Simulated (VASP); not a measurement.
Runs of VASP 6.6.1 on WS2 (base). The structure is that of space group P6_3/mmc (No. 194), or close to it. The cells are those of the table. 

```csv
cell,k mesh,smearing,gap on the mesh (eV),pressure (GPa)
"a = 3.154, b = 3.154, c = 12.141 Å, angles 90.0, 90.0, 120.0°, 6 atoms",12 × 12 × 4,gaussian 0.02 eV,0.91,(a)
"a = 3.162, b = 3.162, c = 12.321 Å, angles 90.0, 90.0, 120.0°, 6 atoms",12 × 12 × 4,gaussian 0.01 eV,0.99,-0.9
"a = 3.145, b = 3.145, c = 11.971 Å, angles 90.0, 90.0, 120.0°, 6 atoms",12 × 12 × 4,gaussian 0.01 eV,0.83,(b)
"a = 3.180, b = 3.180, c = 12.500 Å, angles 90.0, 90.0, 120.0°, 6 atoms",6 × 6 × 2,gaussian 0.1 eV,(c),-1.6
```

Alike in all rows: task single point; level PBE+D3(BJ); potentials or basis VASP PAW PBE potentials, release 64 (W_sv, S); no spin polarisation; cutoff (eV) 520.

Task: Estimate the missing entries.

Result: (a) 0.0; (b) 1.1; (c) 1.06.

Caveats: spin-orbit coupling is left out, which moves the levels of the heavy elements.

A k mesh can miss the band edges, and the runs leave out spin-orbit coupling on W.
